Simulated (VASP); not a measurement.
# Ga2Sb2CO in VASP: notebook

The runs below take Ga2Sb2CO through single point, with PBE+D3(BJ).

Program: VASP 6.6.1. These are calculated values, not measurements. Logs are shortened: lines on timing, memory, paths and dates and some standing lists are left out, and cuts for length are marked.

## Step 1: The cell of the first run

The cell holds a slab with vacuum, 6 atoms: a = 4.334 Å, b = 4.334 Å, c = 23.320 Å, α = 90.00°, β = 90.00°, γ = 120.00°.

## Step 2: Single point, PBE+D3(BJ)

INCAR reads:

```
SYSTEM = Ga2Sb2CO
PREC = Accurate ; ENCUT = 520
EDIFF = 1E-7 ; ISMEAR = 0
SIGMA = 0.1 ; LREAL = .FALSE.
LASPH = .TRUE. ; NELM = 60
ALGO = Normal ; ISIF = 2
LWAVE = .FALSE. ; LCHARG = .TRUE.
LDIPOL = .TRUE. ; IDIPOL = 3
DIPOL = 0.5 0.5 0.361 ; GGA = PE
IVDW = 12 ; LELF = .TRUE.
LVHAR = .TRUE. ; LVACPOTAV = .TRUE.
NBANDS = 32
```

KPOINTS reads:

```
regular mesh
0
G
  6 6 1
  0 0 0
```

POSCAR reads:

```
Ga2Sb2CO
1.0
    4.3343814621      0.0000000000      0.0000000000
   -2.1671907311      3.7536844559      0.0000000000
    0.0000000000      0.0000000000     23.3197422777
Sb Ga O C
2 2 1 1
Direct
    0.0000000000      0.0000000000      0.1715284823
    0.3333333333      0.6666666667      0.3301590654
    0.3333333333      0.6666666667      0.2094685204
    0.6666666667      0.3333333333      0.3632005095
    0.8888888889      0.7777777778      0.5218643557
    0.8888888889      0.7777777778      0.5711787943
```

Potentials or basis: VASP PAW PBE potentials, release 64 (Sb, Ga_d, O, C).

The run is started by

```bash
cat potpaw_PBE.64/Sb/POTCAR potpaw_PBE.64/Ga_d/POTCAR potpaw_PBE.64/O/POTCAR potpaw_PBE.64/C/POTCAR > POTCAR
mpirun -np 1 vasp_std > vasp.out
```

OUTCAR:

```text
SYSTEM = Ga2Sb2CO
   PREC = Accurate
   ENCUT = 520
   EDIFF = 1E-7
   ISMEAR = 0
   LREAL = .FALSE.
   LASPH = .TRUE.
   NELM = 60
   ISIF = 2
   GGA = PE
   IVDW = 12
 IVDW          = 12

 ion  position               nearest neighbor table
   1  0.000  0.000  0.172-   3 2.65   3 2.65   3 2.65
   2  0.333  0.667  0.330-   4 2.62   4 2.62   4 2.62   3 2.81
   3  0.333  0.667  0.209-   1 2.65   1 2.65   1 2.65   2 2.81
   4  0.667  0.333  0.363-   2 2.62   2 2.62   2 2.62
   5  0.889  0.778  0.522-   6 1.15
   6  0.889  0.778  0.571-   5 1.15

  LATTYP: Found a hexagonal cell.
 ALAT       =     4.3343814621
 C/A-ratio  =     5.3801776520

  Lattice vectors:

 A1 = (   4.3343814621,   0.0000000000,   0.0000000000)
 A2 = (  -2.1671907311,   3.7536844559,   0.0000000000)
 A3 = (   0.0000000000,   0.0000000000,  23.3197422777)

Analysis of symmetry for initial positions (statically):
=====================================================================
 Subroutine PRICEL returns:
 Original cell was already a primitive cell.

 Routine SETGRP: Setting up the symmetry group for a
 hexagonal supercell.

 Subroutine GETGRP returns: Found  2 space group operations
 (whereof  2 operations were pure point group operations)
 out of a pool of 24 trial point group operations.

The static configuration has the point symmetry C_1h.

Analysis of symmetry for dynamics (positions and initial velocities):
=====================================================================
 Subroutine PRICEL returns:
 Original cell was already a primitive cell.

 Routine SETGRP: Setting up the symmetry group for a
 hexagonal supercell.

 Subroutine GETGRP returns: Found  2 space group operations
 (whereof  2 operations were pure point group operations)
 out of a pool of 24 trial point group operations.

The dynamic configuration has the point symmetry C_1h.

 Subroutine INISYM returns: Found  2 space group operations
 (whereof  2 operations are pure point group operations),
 and found     1 'primitive' translations

----------------------------------------------------------------------------------------

                                     Primitive cell

  volume of cell :     379.4099

  direct lattice vectors                    reciprocal lattice vectors
     4.334381462  0.000000000  0.000000000     0.230713427  0.133202459  0.000000000
    -2.167190731  3.753684456  0.000000000     0.000000000  0.266404918  0.000000000
     0.000000000  0.000000000 23.319742278     0.000000000  0.000000000  0.042882121

  length of vectors
     4.334381462  4.334381462 23.319742278     0.266404918  0.266404918  0.042882121

  position of ions in fractional coordinates (direct lattice)
     0.000000000  0.000000000  0.171528482
     0.333333333  0.666666667  0.330159065
     0.333333333  0.666666667  0.209468520
     0.666666667  0.333333333  0.363200509
     0.888888889  0.777777778  0.521864356
     0.888888889  0.777777778  0.571178794

  ion indices of the primitive-cell ions
   primitive index   ion index
                 1           1
                 2           2
                 3           3
                 4           4
                 5           5
                 6           6

----------------------------------------------------------------------------------------

 KPOINTS: regular mesh

Automatic generation of k-mesh.
 Grid dimensions read from file:
 generate k-points for:    6    6    1

 Generating k-lattice:

  Cartesian coordinates                     Fractional coordinates (reciprocal lattice)
     0.038452238  0.022200410  0.000000000     0.166666667  0.000000000  0.000000000
     0.000000000  0.044400820  0.000000000     0.000000000  0.166666667  0.000000000
     0.000000000  0.000000000  0.042882121     0.000000000  0.000000000  1.000000000

  Length of vectors
     0.044400820  0.044400820  0.042882121

  Shift w.r.t. Gamma in fractional coordinates (k-lattice)
     0.000000000  0.000000000  0.000000000

 Subroutine IBZKPT returns following result:
 ===========================================

 Found     13 irreducible k-points:

 Following reciprocal coordinates:
            Coordinates               Weight
  0.000000  0.000000  0.000000      1.000000
  0.166667  0.000000  0.000000      4.000000
  0.000000  0.166667  0.000000      2.000000
  0.333333  0.000000  0.000000      4.000000
  0.000000  0.333333  0.000000      2.000000
  0.500000  0.000000  0.000000      2.000000
  0.000000  0.500000  0.000000      1.000000
  0.166667  0.166667  0.000000      4.000000
 -0.333333  0.166667  0.000000      2.000000
  0.333333  0.166667  0.000000      4.000000
 -0.166667  0.500000  0.000000      4.000000
  0.500000  0.333333  0.000000      4.000000
  0.333333  0.333333  0.000000      2.000000
   k-points           NKPTS =     13   k-points in BZ     NKDIM =     13   number of bands    NBANDS=     32
   number of dos      NEDOS =    301   number of ions     NIONS =      6
   total plane-waves  NPLWV = 184320
   dimension x,y,z NGX =    32 NGY =   32 NGZ =  180
   dimension x,y,z NGXF=    64 NGYF=   64 NGZF=  360
   ions per type =               2   2   1   1
   NGX,Y,Z   is equivalent  to a cutoff of  12.27, 12.27, 12.83 a.u.
   NGXF,Y,Z  is equivalent  to a cutoff of  24.55, 24.55, 25.66 a.u.
 SYSTEM =  Ga2Sb2CO
   PREC   = accura    normal or accurate (medium, high low for compatibility)
   ISTART =      0    job   : 0-new  1-cont  2-samecut
   ICHARG =      2    charge: 1-file 2-atom 10-const
   ISPIN  =      1    spin polarized calculation?
   LNONCOLLINEAR =      F non collinear calculations
   LSORBIT =      F    spin-orbit coupling
   LASPH  =      T    aspherical Exc in radial PAW
   ENCUT  =  520.0 eV  38.22 Ry    6.18 a.u.   8.06  8.06 43.36*2*pi/ulx,y,z
   NELM   =     60;   NELMIN=  2; NELMDL= -5     # of ELM steps
   EDIFF  = 0.1E-06   stopping-criterion for ELM
   LREAL  =      F    real-space projection
   EDIFFG = 0.1E-05   stopping-criterion for IOM
   NSW    =      0    number of steps for IOM
   IBRION =     -1    ionic relax: 0-MD 1-quasi-New 2-CG
   NFREE  =      0    steps in history (QN), initial steepest desc. (CG)
   ISIF   =      2    stress and relaxation
   ISYM   =      2    0-nonsym 1-usesym 2-fastsym
   POTIM  = 0.5000    time-step for ionic-motion
   TEBEG  =    0.0;   TEEND  =   0.0 temperature during run
   PSTRESS=    0.0 pullay stress
   NELECT =      46.0000    total number of electrons
   NUPDOWN=      -1.0000    fix difference up-down
   EMIN   =  10.00;   EMAX   =-10.00  energy-range for DOS
   EFERMI =   0.00;   METHOD = LEGACY
   ISMEAR =     0;   SIGMA  =   0.10  broadening in eV -4-tet -1-fermi 0-gaus
   EFERMI_NEDOS =   21; number of points for ismear=-14 and -15
   IALGO  =     38    algorithm
   IMIX   =      4    mixing-type and parameters
     AMIX     =   0.40;   BMIX     =  1.00
     AMIX_MAG =   1.60;   BMIX_MAG =  1.00
  volume/ion in A,a.u.               =      63.23       426.73
  Fermi-wavevector in a.u.,A,eV,Ry     =   0.810260  1.531170  8.932521  0.656522
  Thomas-Fermi vector in A             =   1.919403
   LORBIT       =      0    0 simple, 1 ext, 2 COOP (PROOUT), +10 PAW based schemes
   GGA     = PE    functional components
   LHFCALC =     F    Hartree Fock is set to
   AEXX    =    0.0000 exact exchange contribution
   IVDW    =    12    specifies the selected vdW correction
   LEPSILON=     F    determine dielectric tensor
   LRPA    =     F    only Hartree local field effects (RPA)
 non-spin polarized calculation
 Gauss-broadening in eV      SIGMA  =   0.10
  energy-cutoff  :      520.00
  volume of cell :      379.41
 maximum number of plane-waves:     10242
   NGX = 17   NGY = 17   NGZ = 87

 dipolmoment           0.000000      0.000000      0.000059 electrons x Angstroem

 number of electron      46.0000012 magnetization

 dipolmoment           0.000000      0.000000     -0.097464 electrons x Angstroem

 Free energy of the ion-electron system (eV)
  ---------------------------------------------------
  ext. energy  EPLUGINS =         0.00000000
  ---------------------------------------------------
  free energy    TOTEN  =       -28.26881592 eV

  energy without entropy =      -28.26241647  energy(sigma->0) =      -28.26561619

 E-fermi :  -0.9241     XC(G=0):  -4.2311

 val. band max:       -0.9445542752   @ k =   0.0000   0.0000   0.0000
 cond. band min:      -0.8988180896   @ k =   0.3333   0.3333   0.0000
 fundamental gap:      0.0457361857
 Fermi energy:        -0.9241309506

 k-point     1 :       0.0000    0.0000    0.0000
  band No.  band energies     occupation
      1     -26.8050      2.00000
      2     -16.4850      2.00000
      3     -16.4387      2.00000
      4     -16.4385      2.00000
      5     -16.3777      2.00000
      6     -16.3775      2.00000
[... 24 lines left out ...]
     31       2.4609      0.00000
     32       2.7147      0.00000

 k-point     2 :       0.1667    0.0000    0.0000
  band No.  band energies     occupation
      1     -26.8033      2.00000
      2     -16.4813      2.00000
      3     -16.4429      2.00000
      4     -16.4387      2.00000
      5     -16.3799      2.00000
      6     -16.3734      2.00000
[... 24 lines left out ...]
     31       2.9087      0.00000
     32       2.9667      0.00000
[... 348 lines left out ...]
     31       3.7616      0.00000
     32       4.1172      0.00000

 k-point    13 :       0.3333    0.3333    0.0000
  band No.  band energies     occupation
      1     -26.7972      2.00000
      2     -16.4651      2.00000
      3     -16.4583      2.00000
      4     -16.4417      2.00000
      5     -16.3855      2.00000
      6     -16.3618      2.00000
[... 24 lines left out ...]
     31       4.3590      0.00000
     32       4.6002      0.00000

------------------------ aborting loop because EDIFF is reached ----------------------------------------

 Edisp (eV)   -0.97230

 E8    (eV) :    -0.4545

  FORCE on cell =-STRESS in cart. coord.  units (eV):
  Direction    XX          YY          ZZ          XY          YZ          ZX
  --------------------------------------------------------------------------------------
  -------------------------------------------------------------------------------------
  Total      -0.05269    -0.04995    -1.22409     0.00000     0.00915    -0.00000
  in kB      -0.22248    -0.21094    -5.16911     0.00000     0.03864    -0.00000
  external pressure =       -1.87 kB  Pullay stress =        0.00 kB

 VOLUME and BASIS-vectors are now :
 -----------------------------------------------------------------------------
  energy-cutoff  :      520.00
  volume of cell :      379.41
      direct lattice vectors                 reciprocal lattice vectors
     4.334381462  0.000000000  0.000000000     0.230713427  0.133202459  0.000000000
    -2.167190731  3.753684456  0.000000000     0.000000000  0.266404918  0.000000000
     0.000000000  0.000000000 23.319742278     0.000000000  0.000000000  0.042882121

 POSITION                                       TOTAL-FORCE (eV/Angst)
 -----------------------------------------------------------------------------------
      0.00000      0.00000      4.00000         0.000000     -0.000048      0.171090
     -0.00000      2.50246      7.69922         0.000000     -0.001937     -0.012212
     -0.00000      2.50246      4.88475         0.000000     -0.000059     -0.148661
      2.16719      1.25123      8.46974         0.000000     -0.001000      0.022121
      2.16719      2.91953     12.16974        -0.000000      0.004911      0.681902
      2.16719      2.91953     13.31974         0.000000     -0.001867     -0.714240
 -----------------------------------------------------------------------------------
    total drift:                               -0.000003      0.000485      0.001258

  FREE ENERGIE OF THE ION-ELECTRON SYSTEM (eV)
  ---------------------------------------------------
  free  energy   TOTEN  =       -29.2411171696 eV

  energy  without entropy=      -29.2347177166  energy(sigma->0) =      -29.23791744

 vacuum level on the upper side and lower side of the slab         2.864         3.948
```

It took 2.4 min on 1 thread of Intel Xeon 6975P-C (Granite Rapids), shared host; peak memory 0.56 GiB.

What came out:

```yaml
Free_energy: -29.2411 eV
Largest_force: 0.714 eV/Å
Band_gap_on_the_k_mesh: 0.05 eV, indirect (least direct gap 0.14 eV)
Dispersion_energy_per_atom: -0.162 eV
```

Forces on the atoms (eV/Å):
```
Sb   0.000  0.000  0.171
Sb   0.000 -0.002 -0.012
Ga   0.000  0.000 -0.149
Ga   0.000 -0.001  0.022
O    0.000  0.005  0.682
C    0.000 -0.002 -0.714
```

Caveat: spin-orbit coupling is left out, which moves the levels of the heavy elements.

## Step 3: Single point, PBE+D3(BJ)

INCAR reads:

```
SYSTEM = Ga2Sb2CO
ALGO     = Normal         ! electronic algorithm
DIPOL    = 0.5 0.5 0.361
EDIFF    = 1E-6           ! SCF threshold, eV
ENCUT    = 520            ! plane-wave cutoff, eV
GGA      = PE             ! functional
IDIPOL   = 3            
ISIF     = 2              ! what is computed and relaxed
ISMEAR   = 0              ! smearing method
IVDW     = 12             ! dispersion correction
LASPH    = .True.         ! aspherical terms in the spheres
LCHARG   = .False.        ! write CHGCAR
LDIPOL   = .True.       
LREAL    = .False.        ! projectors in reciprocal space
LWAVE    = .False.        ! write WAVECAR
NBANDS   = 32             ! bands
NELM     = 80             ! most SCF steps
PREC     = Accurate       ! precision mode
SIGMA    = 0.1            ! smearing width, eV
```

KPOINTS reads:

```
k-points
0
Gamma
  6 6 1
  0 0 0
```

Edit POSCAR of step 2 so:

```diff
@@ -12,3 +12,3 @@
     0.6666666667      0.3333333333      0.3632005095
-    0.8888888889      0.7777777778      0.5218643557
-    0.8888888889      0.7777777778      0.5711787943
+    1.1111111111      0.5555555556      0.5218643557
+    1.1111111111      0.5555555556      0.5711787943
```

Potentials or basis: VASP PAW PBE potentials, release 64 (Sb, Ga_d, O, C).

The run is started by

```bash
cat potpaw_PBE.64/Sb/POTCAR potpaw_PBE.64/Ga_d/POTCAR potpaw_PBE.64/O/POTCAR potpaw_PBE.64/C/POTCAR > POTCAR
mpirun -np 1 vasp_std > vasp.out
```

Wall time 1.7 min (1 thread of Intel Xeon 6975P-C (Granite Rapids), shared host); peak memory 0.56 GiB.

Results (log left out):

| Property | Result |
| --- | --- |
| Free energy | -29.2380 eV |
| Largest force | 0.714 eV/Å |
| Band gap on the k mesh | 0.04 eV, indirect (least direct gap 0.14 eV) |
| Dispersion energy per atom | -0.162 eV |

Forces in eV/Å, atoms in the order of the input:
```
Sb   0.002  0.001  0.170
Sb  -0.002 -0.001 -0.021
Ga   0.000  0.000 -0.145
Ga   0.001  0.000  0.019
O   -0.001  0.000  0.691
C    0.000  0.000 -0.714
```

Levels at points of the mesh, in eV from the valence-band top:
| k point | band 21 | band 22 | band 23 | band 24 | band 25 | band 26 |
| --- | --- | --- | --- | --- | --- | --- |
| (0.00, 0.00, 0.00) | -1.13 | 0.00 | 0.00 | 0.14 | 0.88 | 1.45 |
| (0.50, 0.00, 0.00) | -2.47 | -1.30 | -1.20 | 0.39 | 0.69 | 1.17 |
| (0.00, 0.50, 0.00) | -2.47 | -1.30 | -1.19 | 0.39 | 0.68 | 1.17 |

Caveat: spin-orbit coupling is left out, which moves the levels of the heavy elements.
